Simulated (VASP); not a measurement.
# Bi (P2_1/m) in VASP: single point with PBE+D3(BJ)

Aim: the single point of Bi with PBE+D3(BJ).

All numbers are computed with VASP 6.6.1; they aren't measurements. Logs are shortened: lines on timing, memory, paths and dates and some standing lists are left out, and cuts for length are marked.

**1. The cell of the first run**

The structure is monoclinic, space group P2_1/m (No. 11). The conventional cell has a = 4.545 Å, b = 4.523 Å, c = 6.373 Å, α = 90.00°, β = 90.08°, γ = 90.00°. Within 4.3 Å of Bi (site symmetry m) lie 8 Bi at 3.25 to 3.79 Å. Bi (site symmetry m) has 8 Bi at 3.25 to 3.78 Å within 4.3 Å.

**2. Single point, PBE+D3(BJ)**

INCAR

```
PREC = Accurate
ENCUT = 520
EDIFF = 1E-6
ISMEAR = 0
SIGMA = 0.1
LREAL = F
LASPH = T
NELM = 60
ALGO = Fast
ISIF = 2
LWAVE = F
LCHARG = F
GGA = PE
IVDW = 12
NBANDS = 38
```

KPOINTS

```
regular mesh
0
Gamma
  10 10 8
```

POSCAR

```
Bi
1.0
    4.5453737462      0.0000000000      0.0311852857
    0.0000000000      4.5232171690      0.0000000000
   -0.0524836680      0.0000000000      6.3726776589
Bi
4
Direct
    0.8320686302      0.2500000000      0.2058394902
    0.6680148785      0.2500000000      0.7059297652
    0.3319851215      0.7500000000      0.2940702348
    0.1679313698      0.7500000000      0.7941605098
```

Potentials or basis: VASP PAW PBE potentials, release 64 (Bi_d).

The run is started by

```bash
$ cat potpaw_PBE.64/Bi_d/POTCAR > POTCAR
$ mpirun -np 1 vasp_std > vasp.out
```

OUTCAR:

```text
PREC = Accurate
   ENCUT = 520
   EDIFF = 1E-6
   ISMEAR = 0
   LREAL = F
   LASPH = T
   NELM = 60
   ISIF = 2
   GGA = PE
   IVDW = 12
 IVDW          = 12

 ion  position               nearest neighbor table
   1  0.832  0.250  0.206-   3 3.25   3 3.25   3 3.26   3 3.26   2 3.27   2 3.27   4 3.79   4 3.79

   2  0.668  0.250  0.706-   4 3.25   4 3.25   4 3.26   4 3.26   1 3.27   1 3.27   3 3.78   3 3.78

   3  0.332  0.750  0.294-   1 3.25   1 3.25   1 3.26   1 3.26   4 3.27   4 3.27   2 3.78   2 3.78

   4  0.168  0.750  0.794-   2 3.25   2 3.25   2 3.26   2 3.26   3 3.27   3 3.27   1 3.79   1 3.79

  LATTYP: Found a simple monoclinic cell.
 ALAT       =     4.5454807243
 B/A-ratio  =     0.9951020461
 C/A-ratio  =     1.4020285560
 COS(beta)  =    -0.0013747686

  Lattice vectors:

 A1 = (   4.5453737462,   0.0000000000,   0.0311852857)
 A2 = (   0.0000000000,   4.5232171690,   0.0000000000)
 A3 = (  -0.0524836680,   0.0000000000,   6.3726776589)

Analysis of symmetry for initial positions (statically):
=====================================================================
 Subroutine PRICEL returns:
 Original cell was already a primitive cell.

 Routine SETGRP: Setting up the symmetry group for a
 simple monoclinic supercell.

 Subroutine GETGRP returns: Found  4 space group operations
 (whereof  2 operations were pure point group operations)
 out of a pool of  4 trial point group operations.

The static configuration has the point symmetry S_2 .
 The point group associated with its full space group is C_2h.

Analysis of symmetry for dynamics (positions and initial velocities):
=====================================================================
 Subroutine PRICEL returns:
 Original cell was already a primitive cell.

 Routine SETGRP: Setting up the symmetry group for a
 simple monoclinic supercell.

 Subroutine GETGRP returns: Found  4 space group operations
 (whereof  2 operations were pure point group operations)
 out of a pool of  4 trial point group operations.

The dynamic configuration has the point symmetry S_2 .
 The point group associated with its full space group is C_2h.

 Subroutine INISYM returns: Found  4 space group operations
 (whereof  2 operations are pure point group operations),
 and found     1 'primitive' translations

----------------------------------------------------------------------------------------

                                     Primitive cell

  volume of cell :     131.0278

  direct lattice vectors                    reciprocal lattice vectors
     4.545373746  0.000000000  0.031185286     0.219991480  0.000000000  0.001811791
     0.000000000  4.523217169  0.000000000     0.000000000  0.221081580  0.000000000
    -0.052483668  0.000000000  6.372677659    -0.001076549  0.000000000  0.156911043

  length of vectors
     4.545480724  4.523217169  6.372893776     0.219998941  0.221081580  0.156914736

  position of ions in fractional coordinates (direct lattice)
     0.832068630  0.250000000  0.205839490
     0.668014879  0.250000000  0.705929765
     0.331985121  0.750000000  0.294070235
     0.167931370  0.750000000  0.794160510

  ion indices of the primitive-cell ions
   primitive index   ion index
                 1           1
                 2           2
                 3           3
                 4           4

----------------------------------------------------------------------------------------

 KPOINTS: regular mesh

Automatic generation of k-mesh.
 Grid dimensions read from file:
 generate k-points for:   10   10    8

 Generating k-lattice:

  Cartesian coordinates                     Fractional coordinates (reciprocal lattice)
     0.021999148  0.000000000  0.000181179     0.100000000  0.000000000 -0.000000000
     0.000000000  0.022108158  0.000000000     0.000000000  0.100000000  0.000000000
    -0.000134569  0.000000000  0.019613880     0.000000000  0.000000000  0.125000000

  Length of vectors
     0.021999894  0.022108158  0.019614342

  Shift w.r.t. Gamma in fractional coordinates (k-lattice)
     0.000000000  0.000000000  0.000000000

 Subroutine IBZKPT returns following result:
 ===========================================

 Found    252 irreducible k-points:

 Following reciprocal coordinates:
            Coordinates               Weight
  0.000000  0.000000  0.000000      1.000000
  0.100000  0.000000 -0.000000      2.000000
  0.200000  0.000000 -0.000000      2.000000
  0.300000  0.000000  0.000000      2.000000
  0.400000  0.000000 -0.000000      2.000000
  0.500000  0.000000 -0.000000      1.000000
[... 16 lines left out ...]
  0.400000  0.300000 -0.000000      4.000000
  0.500000  0.300000 -0.000000      2.000000
 [... further k-points ...]
   k-points           NKPTS =    252   k-points in BZ     NKDIM =    252   number of bands    NBANDS=     38
   number of dos      NEDOS =    301   number of ions     NIONS =      4
   total plane-waves  NPLWV =  62208
   dimension x,y,z NGX =    36 NGY =   36 NGZ =   48
   dimension x,y,z NGXF=    72 NGYF=   72 NGZF=   96
   ions per type =               4
   NGX,Y,Z   is equivalent  to a cutoff of  13.17, 13.23, 12.52 a.u.
   NGXF,Y,Z  is equivalent  to a cutoff of  26.33, 26.46, 25.04 a.u.
 SYSTEM =  unknown system
   PREC   = accura    normal or accurate (medium, high low for compatibility)
   ISTART =      0    job   : 0-new  1-cont  2-samecut
   ICHARG =      2    charge: 1-file 2-atom 10-const
   ISPIN  =      1    spin polarized calculation?
   LNONCOLLINEAR =      F non collinear calculations
   LSORBIT =      F    spin-orbit coupling
   LASPH  =      T    aspherical Exc in radial PAW
   ENCUT  =  520.0 eV  38.22 Ry    6.18 a.u.   8.45  8.41 11.85*2*pi/ulx,y,z
   NELM   =     60;   NELMIN=  2; NELMDL= -5     # of ELM steps
   EDIFF  = 0.1E-05   stopping-criterion for ELM
   LREAL  =      F    real-space projection
   EDIFFG = 0.1E-04   stopping-criterion for IOM
   NSW    =      0    number of steps for IOM
   IBRION =     -1    ionic relax: 0-MD 1-quasi-New 2-CG
   NFREE  =      0    steps in history (QN), initial steepest desc. (CG)
   ISIF   =      2    stress and relaxation
   ISYM   =      2    0-nonsym 1-usesym 2-fastsym
   POTIM  = 0.5000    time-step for ionic-motion
   TEBEG  =    0.0;   TEEND  =   0.0 temperature during run
   PSTRESS=    0.0 pullay stress
   NELECT =      60.0000    total number of electrons
   NUPDOWN=      -1.0000    fix difference up-down
   EMIN   =  10.00;   EMAX   =-10.00  energy-range for DOS
   EFERMI =   0.00;   METHOD = LEGACY
   ISMEAR =     0;   SIGMA  =   0.10  broadening in eV -4-tet -1-fermi 0-gaus
   EFERMI_NEDOS =   21; number of points for ismear=-14 and -15
   IALGO  =     68    algorithm
   IMIX   =      4    mixing-type and parameters
     AMIX     =   0.40;   BMIX     =  1.00
     AMIX_MAG =   1.60;   BMIX_MAG =  1.00
  volume/ion in A,a.u.               =      32.76       221.05
  Fermi-wavevector in a.u.,A,eV,Ry     =   1.261839  2.384531 21.663721  1.592239
  Thomas-Fermi vector in A             =   2.395278
   LORBIT       =      0    0 simple, 1 ext, 2 COOP (PROOUT), +10 PAW based schemes
   GGA     = PE    functional components
   LHFCALC =     F    Hartree Fock is set to
   AEXX    =    0.0000 exact exchange contribution
   IVDW    =    12    specifies the selected vdW correction
   LEPSILON=     F    determine dielectric tensor
   LRPA    =     F    only Hartree local field effects (RPA)
 non-spin polarized calculation
 RMM-DIIS sequential band-by-band and
 Gauss-broadening in eV      SIGMA  =   0.10
  energy-cutoff  :      520.00
  volume of cell :      131.03
 maximum number of plane-waves:      3551
 NGX is ok and might be reduce to    36
   NGX = 17   NGY = 17   NGZ = 23

 number of electron      60.0000027 magnetization

 Free energy of the ion-electron system (eV)
  ---------------------------------------------------
  ext. energy  EPLUGINS =         0.00000000
  ---------------------------------------------------
  free energy    TOTEN  =       -15.30772255 eV

  energy without entropy =      -15.29763207  energy(sigma->0) =      -15.30267731

 E-fermi :   7.1807     XC(G=0):  -9.9426

 val. band max:        7.1794815134   @ k =   0.1000   0.2000   0.3750
 cond. band min:       7.1852641814   @ k =  -0.1000   0.2000   0.3750
 fundamental gap:      0.0057826680
 Fermi energy:         7.1807426024

 k-point     1 :       0.0000    0.0000    0.0000
  band No.  band energies     occupation
      1     -15.8161      2.00000
      2     -15.8010      2.00000
      3     -15.7767      2.00000
      4     -15.7077      2.00000
      5     -15.6846      2.00000
      6     -15.6825      2.00000
[... 30 lines left out ...]
     37      11.7438      0.00000
     38      12.2314      0.00000

 k-point     2 :       0.1000    0.0000   -0.0000
  band No.  band energies     occupation
      1     -15.8085      2.00000
      2     -15.7949      2.00000
      3     -15.7755      2.00000
      4     -15.7058      2.00000
      5     -15.6800      2.00000
      6     -15.6769      2.00000
[... 30 lines left out ...]
     37      11.6917      0.00000
     38      12.4984      0.00000

 k-point     3 :       0.2000    0.0000   -0.0000
  band No.  band energies     occupation
      1     -15.7878      2.00000
      2     -15.7756      2.00000
      3     -15.7716      2.00000
      4     -15.7063      2.00000
      5     -15.6704      2.00000
      6     -15.6663      2.00000
[... 30 lines left out ...]
     37      11.2250      0.00000
     38      13.2799      0.00000

 k-point     4 :       0.3000    0.0000    0.0000
  band No.  band energies     occupation
      1     -15.7650      2.00000
      2     -15.7612      2.00000
      3     -15.7406      2.00000
      4     -15.7157      2.00000
      5     -15.6552      2.00000
      6     -15.6526      2.00000
[... 30 lines left out ...]
     37      12.2022      0.00000
     38      13.2340      0.00000
[... 703 lines left out ...]
      4     -15.6855      2.00000
      5     -15.6848      2.00000
      6     -15.6682      2.00000
[... 30 lines left out ...]
     37      13.1310      0.00000
     38      13.7699      0.00000

 k-point    23 :       0.4000    0.3000   -0.0000
  band No.  band energies     occupation
      1     -15.7737      2.00000
      2     -15.7527      2.00000
      3     -15.7125      2.00000
      4     -15.6990      2.00000
      5     -15.6664      2.00000
      6     -15.6375      2.00000
[... 30 lines left out ...]
     37      13.4362      0.00000
     38      14.2607      0.00000

 k-point    24 :       0.5000    0.3000   -0.0000
  band No.  band energies     occupation
      1     -15.7646      2.00000
      2     -15.7646      2.00000
      3     -15.7077      2.00000
      4     -15.7077      2.00000
      5     -15.6374      2.00000
      6     -15.6366      2.00000
[... 30 lines left out ...]
     37      13.9243      0.00000
     38      13.9312      0.00000

 [... further k-points ...]

------------------------ aborting loop because EDIFF is reached ----------------------------------------

 Edisp (eV)   -1.94373

 E8    (eV) :    -0.9627

  FORCE on cell =-STRESS in cart. coord.  units (eV):
  Direction    XX          YY          ZZ          XY          YZ          ZX
  --------------------------------------------------------------------------------------
  -------------------------------------------------------------------------------------
  Total      -0.04072    -0.03994    -0.02154     0.00000     0.00000     0.00521
  in kB      -0.49796    -0.48838    -0.26333     0.00000     0.00000     0.06368
  external pressure =       -0.42 kB  Pullay stress =        0.00 kB

 VOLUME and BASIS-vectors are now :
 -----------------------------------------------------------------------------
  energy-cutoff  :      520.00
  volume of cell :      131.03
      direct lattice vectors                 reciprocal lattice vectors
     4.545373746  0.000000000  0.031185286     0.219991480  0.000000000  0.001811791
     0.000000000  4.523217169  0.000000000     0.000000000  0.221081580  0.000000000
    -0.052483668  0.000000000  6.372677659    -0.001076549  0.000000000  0.156911043

 POSITION                                       TOTAL-FORCE (eV/Angst)
 -----------------------------------------------------------------------------------
      3.77126      1.13080      1.33770         0.000489      0.000000     -0.000208
      2.99933      1.13080      4.51950        -0.000713      0.000000     -0.000452
      1.49356      3.39241      1.88437         0.000713      0.000000      0.000452
      0.72163      3.39241      5.06617        -0.000489      0.000000      0.000208
 -----------------------------------------------------------------------------------
    total drift:                                0.000000      0.000000     -0.000000

  FREE ENERGIE OF THE ION-ELECTRON SYSTEM (eV)
  ---------------------------------------------------
  free  energy   TOTEN  =       -17.2514547331 eV

  energy  without entropy=      -17.2413642515  energy(sigma->0) =      -17.24640949
```

Run time: 9.7 min. Hardware: 1 thread of Intel Xeon 6975P-C (Granite Rapids), shared host; peak memory 0.88 GiB.

Results:

- Free energy: -17.2515 eV
- Pressure: 0.0 GPa
- Band gap on the k mesh: zero (bands 30 and 31 overlap by 0.80 eV)
- Dispersion energy per atom: -0.486 eV

Caveat: spin-orbit coupling is left out, which moves the levels of the heavy elements.
